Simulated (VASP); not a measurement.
# Fe (Fm-3m) in VASP: a series of runs

Runs on Fe. Level: RPBE. Tasks: single point.

Program: VASP 6.6.1. These are calculated values, not measurements. Logs are shortened: lines on timing, memory, paths and dates and some standing lists are left out, and cuts for length are marked.

**1. The cell of the first run**

It takes space group Fm-3m (No. 225, cubic). Conventional cell: a = 3.476 Å, b = 3.476 Å, c = 3.476 Å, α = 90.00°, β = 90.00°, γ = 90.00°. Fe (site symmetry m-3m) has 12 Fe at 2.46 Å within 3.2 Å.

**2. Single point, RPBE**

File INCAR:

```
SYSTEM = Fe
ALGO = Normal
EDIFF = 1E-6
ENCUT = 520
GGA = RP
ISIF = 2
ISMEAR = -1
LASPH = .True.
LCHARG = .False.
LREAL = .False.
LWAVE = .False.
NBANDS = 10
NELM = 100
PREC = Accurate
SIGMA = 0.1
```

File KPOINTS:

```
k-points
0
Gamma
  15 15 15
  0 0 0
```

File POSCAR:

```
Fe
1.0
    0.0000000000      1.7378793490      1.7378793490
    1.7378793490      0.0000000000      1.7378793490
    1.7378793490      1.7378793490      0.0000000000
Fe
1
Direct
    0.0000000000      0.0000000000      0.0000000000
```

Potentials or basis: VASP PAW PBE potentials, release 64 (Fe).

The run is started by

```sh
cat potpaw_PBE.64/Fe/POTCAR > POTCAR
mpirun -np 1 vasp_std > vasp.out
```

OUTCAR:

```text
SYSTEM = Fe
   EDIFF = 1E-6
   ENCUT = 520
   GGA = RP
   ISIF = 2
   ISMEAR = -1
   LASPH = .True.
   LREAL = .False.
   NELM = 100
   PREC = Accurate

 ion  position               nearest neighbor table
   1  0.000  0.000  0.000-

  LATTYP: Found a face centered cubic cell.
 ALAT       =     3.4757586980

  Lattice vectors:

 A1 = (   0.0000000000,   1.7378793490,   1.7378793490)
 A2 = (   1.7378793490,   0.0000000000,   1.7378793490)
 A3 = (   1.7378793490,   1.7378793490,   0.0000000000)

Analysis of symmetry for initial positions (statically):
=====================================================================
 Subroutine PRICEL returns:
 Original cell was already a primitive cell.

 Routine SETGRP: Setting up the symmetry group for a
 face centered cubic supercell.

 Subroutine GETGRP returns: Found 48 space group operations
 (whereof 48 operations were pure point group operations)
 out of a pool of 48 trial point group operations.

The static configuration has the point symmetry O_h .

Analysis of symmetry for dynamics (positions and initial velocities):
=====================================================================
 Subroutine PRICEL returns:
 Original cell was already a primitive cell.

 Routine SETGRP: Setting up the symmetry group for a
 face centered cubic supercell.

 Subroutine GETGRP returns: Found 48 space group operations
 (whereof 48 operations were pure point group operations)
 out of a pool of 48 trial point group operations.

The dynamic configuration has the point symmetry O_h .

 Subroutine INISYM returns: Found 48 space group operations
 (whereof 48 operations are pure point group operations),
 and found     1 'primitive' translations

----------------------------------------------------------------------------------------

                                     Primitive cell

  volume of cell :      10.4976

  direct lattice vectors                    reciprocal lattice vectors
     0.000000000  1.737879349  1.737879349    -0.287706969  0.287706969  0.287706969
     1.737879349  0.000000000  1.737879349     0.287706969 -0.287706969  0.287706969
     1.737879349  1.737879349  0.000000000     0.287706969  0.287706969 -0.287706969

  length of vectors
     2.457732545  2.457732545  2.457732545     0.498323088  0.498323088  0.498323088

  position of ions in fractional coordinates (direct lattice)
     0.000000000  0.000000000  0.000000000

  ion indices of the primitive-cell ions
   primitive index   ion index
                 1           1

----------------------------------------------------------------------------------------

 KPOINTS: k-points

Automatic generation of k-mesh.
 Grid dimensions read from file:
 generate k-points for:   15   15   15

 Generating k-lattice:

  Cartesian coordinates                     Fractional coordinates (reciprocal lattice)
    -0.019180465  0.019180465  0.019180465     0.066666667  0.000000000  0.000000000
     0.019180465 -0.019180465  0.019180465     0.000000000  0.066666667  0.000000000
     0.019180465  0.019180465 -0.019180465     0.000000000  0.000000000  0.066666667

  Length of vectors
     0.033221539  0.033221539  0.033221539

  Shift w.r.t. Gamma in fractional coordinates (k-lattice)
     0.000000000  0.000000000  0.000000000

 Subroutine IBZKPT returns following result:
 ===========================================

 Found    120 irreducible k-points:

 Following reciprocal coordinates:
            Coordinates               Weight
  0.000000  0.000000  0.000000      1.000000
  0.066667  0.000000  0.000000      8.000000
  0.133333  0.000000  0.000000      8.000000
  0.200000  0.000000  0.000000      8.000000
  0.266667  0.000000  0.000000      8.000000
  0.333333  0.000000  0.000000      8.000000
[... 16 lines left out ...]
  0.133333  0.133333  0.000000      6.000000
  0.200000  0.133333  0.000000     24.000000
 [... further k-points ...]
   k-points           NKPTS =    120   k-points in BZ     NKDIM =    120   number of bands    NBANDS=     10
   number of dos      NEDOS =    301   number of ions     NIONS =      1
   total plane-waves  NPLWV =   5832
   dimension x,y,z NGX =    18 NGY =   18 NGZ =   18
   dimension x,y,z NGXF=    36 NGYF=   36 NGZF=   36
   ions per type =               1
   NGX,Y,Z   is equivalent  to a cutoff of  12.18, 12.18, 12.18 a.u.
   NGXF,Y,Z  is equivalent  to a cutoff of  24.35, 24.35, 24.35 a.u.
 SYSTEM =  Fe
   PREC   = accura    normal or accurate (medium, high low for compatibility)
   ISTART =      0    job   : 0-new  1-cont  2-samecut
   ICHARG =      2    charge: 1-file 2-atom 10-const
   ISPIN  =      1    spin polarized calculation?
   LNONCOLLINEAR =      F non collinear calculations
   LSORBIT =      F    spin-orbit coupling
   LASPH  =      T    aspherical Exc in radial PAW
   ENCUT  =  520.0 eV  38.22 Ry    6.18 a.u.   4.57  4.57  4.57*2*pi/ulx,y,z
   NELM   =    100;   NELMIN=  2; NELMDL= -5     # of ELM steps
   EDIFF  = 0.1E-05   stopping-criterion for ELM
   LREAL  =      F    real-space projection
   EDIFFG = 0.1E-04   stopping-criterion for IOM
   NSW    =      0    number of steps for IOM
   IBRION =     -1    ionic relax: 0-MD 1-quasi-New 2-CG
   NFREE  =      0    steps in history (QN), initial steepest desc. (CG)
   ISIF   =      2    stress and relaxation
   ISYM   =      2    0-nonsym 1-usesym 2-fastsym
   POTIM  = 0.5000    time-step for ionic-motion
   TEBEG  =    0.0;   TEEND  =   0.0 temperature during run
   PSTRESS=    0.0 pullay stress
   NELECT =       8.0000    total number of electrons
   NUPDOWN=      -1.0000    fix difference up-down
   EMIN   =  10.00;   EMAX   =-10.00  energy-range for DOS
   EFERMI =   0.00;   METHOD = LEGACY
   ISMEAR =    -1;   SIGMA  =   0.10  broadening in eV -4-tet -1-fermi 0-gaus
   EFERMI_NEDOS =   21; number of points for ismear=-14 and -15
   IALGO  =     38    algorithm
   IMIX   =      4    mixing-type and parameters
     AMIX     =   0.40;   BMIX     =  1.00
     AMIX_MAG =   1.60;   BMIX_MAG =  1.00
  volume/ion in A,a.u.               =      10.50        70.84
  Fermi-wavevector in a.u.,A,eV,Ry     =   1.495347  2.825795 30.423464  2.236062
  Thomas-Fermi vector in A             =   2.607503
   LORBIT       =      0    0 simple, 1 ext, 2 COOP (PROOUT), +10 PAW based schemes
   GGA     = RP    functional components
   LHFCALC =     F    Hartree Fock is set to
   AEXX    =    0.0000 exact exchange contribution
   IVDW    =     0    specifies the selected vdW correction
   LEPSILON=     F    determine dielectric tensor
   LRPA    =     F    only Hartree local field effects (RPA)
 non-spin polarized calculation
  energy-cutoff  :      520.00
  volume of cell :       10.50
 maximum number of plane-waves:       295
   NGX =  9   NGY =  9   NGZ =  9

 number of electron       8.0000002 magnetization

 Free energy of the ion-electron system (eV)
  ---------------------------------------------------
  ext. energy  EPLUGINS =         0.00000000
  ---------------------------------------------------
  free energy    TOTEN  =        -7.53991957 eV

  energy without entropy =       -7.48250041  energy(sigma->0) =       -7.51120999

 E-fermi :   6.6396     XC(G=0): -13.5358

 val. band max:        6.6388694879   @ k =   0.1333   0.0667   0.0000
 cond. band min:       6.6666993434   @ k =  -0.4667   0.3333   0.0667
 fundamental gap:      0.0278298554
 Fermi energy:         6.6396470437

 k-point     1 :       0.0000    0.0000    0.0000
  band No.  band energies     occupation
      1      -2.0446      2.00000
      2       5.0802      2.00000
      3       5.0802      2.00000
      4       5.0802      2.00000
      5       6.5687      1.34039
      6       6.5687      1.34039
      7      29.7026      0.00000
      8      35.0763      0.00000
      9      35.0763      0.00000
     10      35.0763      0.00000

 k-point     2 :       0.0667    0.0000    0.0000
  band No.  band energies     occupation
      1      -1.8591      2.00000
      2       5.0122      2.00000
      3       5.1330      2.00000
      4       5.1330      2.00000
      5       6.5436      1.44654
      6       6.5436      1.44654
      7      29.4750      0.00000
      8      33.0888      0.00000
      9      34.8558      0.00000
     10      34.8558      0.00000

 k-point     3 :       0.1333    0.0000    0.0000
  band No.  band energies     occupation
      1      -1.3194      2.00000
      2       4.8370      2.00000
      3       5.2591      2.00000
      4       5.2591      2.00000
      5       6.5013      1.59916
      6       6.5013      1.59916
      7      27.9464      0.00000
      8      31.2483      0.00000
      9      34.4137      0.00000
     10      34.4137      0.00000

 k-point     4 :       0.2000    0.0000    0.0000
  band No.  band energies     occupation
      1      -0.4849      2.00000
      2       4.6406      2.00000
      3       5.3551      1.99999
      4       5.3551      1.99999
      5       6.5445      1.44279
      6       6.5445      1.44279
      7      25.0418      0.00000
      8      30.5653      0.00000
      9      33.9907      0.00000
     10      33.9907      0.00000
[... 222 lines left out ...]
 k-point    22 :      -0.0667    0.0667    0.0000
  band No.  band energies     occupation
      1      -1.5555      2.00000
      2       4.8914      2.00000
      3       5.2099      2.00000
      4       5.2328      2.00000
      5       6.4274      1.78607
      6       6.5932      1.22822
      7      29.0179      0.00000
      8      31.3691      0.00000
      9      33.7471      0.00000
     10      35.6865      0.00000

 k-point    23 :       0.1333    0.1333    0.0000
  band No.  band energies     occupation
      1      -1.0842      2.00000
      2       4.6210      2.00000
      3       5.4306      1.99999
      4       5.4306      1.99999
      5       6.1540      1.98456
      6       6.7271      0.58864
      7      29.0907      0.00000
      8      31.4805      0.00000
      9      31.5785      0.00000
     10      31.5785      0.00000

 k-point    24 :       0.2000    0.1333    0.0000
  band No.  band energies     occupation
      1      -0.4715      2.00000
      2       4.3980      2.00000
      3       5.5420      1.99997
      4       5.5999      1.99994
      5       6.0766      1.99285
      6       6.8142      0.29719
      7      27.4985      0.00000
      8      29.6912      0.00000
      9      30.5311      0.00000
     10      32.3150      0.00000

 [... further k-points ...]
[... 5 lines left out ...]
  --------------------------------------------------------------------------------------
  -------------------------------------------------------------------------------------
  Total       -0.0335689     -0.0335689     -0.0335689      0.0000000      0.0000000     -0.0000000
  in kB       -5.1234119     -5.1234119     -5.1234119      0.0000000      0.0000000     -0.0000000
  external PRESSURE =      -5.1234119 kB  Pullay stress =       0.0000000 kB

 VOLUME and BASIS-vectors are now :
 -----------------------------------------------------------------------------
  energy-cutoff  :      520.00
  volume of cell :       10.50
      direct lattice vectors                 reciprocal lattice vectors
     0.000000000  1.737879349  1.737879349    -0.287706969  0.287706969  0.287706969
     1.737879349  0.000000000  1.737879349     0.287706969 -0.287706969  0.287706969
     1.737879349  1.737879349  0.000000000     0.287706969  0.287706969 -0.287706969

 POSITION                                       TOTAL-FORCE (eV/Angst)
 -----------------------------------------------------------------------------------
      0.00000      0.00000      0.00000         0.000000      0.000000      0.000000
 -----------------------------------------------------------------------------------
    total drift:                                0.000000     -0.000000      0.000000

  FREE ENERGIE OF THE ION-ELECTRON SYSTEM (eV)
  ---------------------------------------------------
  free  energy   TOTEN  =        -7.5399195732 eV

  energy  without entropy=       -7.4825004053  energy(sigma->0) =       -7.51120999
```

Wall time 19 s (1 thread of AMD EPYC 7R13, shared host); peak memory 0.1 GiB.

What came out:

| Quantity | Value |
| --- | --- |
| Free energy | -7.5399 eV |
| Pressure | -0.5 GPa |
| Band gap on the k mesh | zero (band 4 reaches 7.82 eV, above the bottom of band 5 at 5.85 eV) |

Caveat: the PAW data sets were made with another functional, which shifts forces and pressure a little; the run has no spin polarisation, though such a crystal can be magnetic. Spin polarisation is off, so any magnetic state and its effect on volume and gap are missing.

**3. Single point, RPBE (volume scaled by 0.88)**

File INCAR:

```
PREC = Accurate
ENCUT = 520
EDIFF = 1E-6
ISMEAR = -1
SIGMA = 0.1
LREAL = False
LASPH = True
NELM = 100
ALGO = Normal
ISIF = 2
LWAVE = False
LCHARG = False
GGA = RP
NBANDS = 10
```

File KPOINTS:

```
regular mesh
0
Gamma
  17 17 17
```

File POSCAR:

```
Fe
1.0
    0.0000000000      1.6653819244      1.6653819244
    1.6653819244      0.0000000000      1.6653819244
    1.6653819244      1.6653819244      0.0000000000
Fe
1
Direct
    0.0000000000      0.0000000000      0.0000000000
```

Potentials or basis: VASP PAW PBE potentials, release 64 (Fe).

The run is started by

```sh
cat potpaw_PBE.64/Fe/POTCAR > POTCAR
mpirun -np 1 vasp_std > vasp.out
```

Wall time 29 s (1 thread of AMD EPYC 7R13, shared host); peak memory 0.1 GiB.

The run converged. Its results:

| Item | Value |
| --- | --- |
| Free energy | -7.3855 eV |
| Pressure | 44.3 GPa |
| Band gap on the k mesh | zero (band 4 reaches 9.58 eV, above the bottom of band 5 at 7.26 eV) |

Levels at points of the mesh, in eV from the Fermi level:
```tsv
k point	band 1	band 2	band 3	band 4	band 5	band 6	band 7	band 8
(0.00, 0.00, 0.00)	-9.43	-1.89	-1.89	-1.89	-0.08	-0.08	24.13	30.44
```

Caveat: the PAW data sets were made with another functional, which shifts forces and pressure a little; the run has no spin polarisation, though such a crystal can be magnetic.

**4. Single point, RPBE (volume scaled by 0.92)**

File INCAR:

```
SYSTEM = Fe
  ALGO = Normal
  EDIFF = 1E-7
  ENCUT = 520
  GGA = RP
  ISIF = 2
  ISMEAR = -1
  LASPH = .TRUE.
  LCHARG = .FALSE.
  LREAL = .FALSE.
  LWAVE = .FALSE.
  NBANDS = 10
  NELM = 100
  PREC = Accurate
  SIGMA = 0.1
```

File KPOINTS:

```
k-points
0
G
  17 17 17
  0 0 0
```

File POSCAR:

```
Fe
1.0
    0.0000000000      1.6902420362      1.6902420362
    1.6902420362      0.0000000000      1.6902420362
    1.6902420362      1.6902420362      0.0000000000
Fe
1
Direct
    0.0000000000      0.0000000000      0.0000000000
```

The run is started by

```sh
cat potpaw_PBE.64/Fe/POTCAR > POTCAR
mpirun -np 1 vasp_std > vasp.out
```

Run time: 35 s. Hardware: 1 thread of AMD EPYC 7R13, shared host; peak memory 0.1 GiB.

The run converged. Its results:

```yaml
Free_energy: -7.4766 eV
Pressure: 25.9 GPa
Band_gap_on_the_k_mesh: zero (band 4 reaches 8.94 eV, above the bottom of band 5 at 6.77 eV)
```

Levels at points of the mesh, in eV from the Fermi level:
```tsv
k point	band 1	band 2	band 3	band 4	band 5	band 6	band 7	band 8	band 9
(0.00, 0.00, 0.00)	-9.17	-1.77	-1.77	-1.77	-0.08	-0.08	23.76	29.74	29.74
```

Caveat: the PAW data sets were made with another functional, which shifts forces and pressure a little; the run has no spin polarisation, though such a crystal can be magnetic.

[end of part 1 of 2]
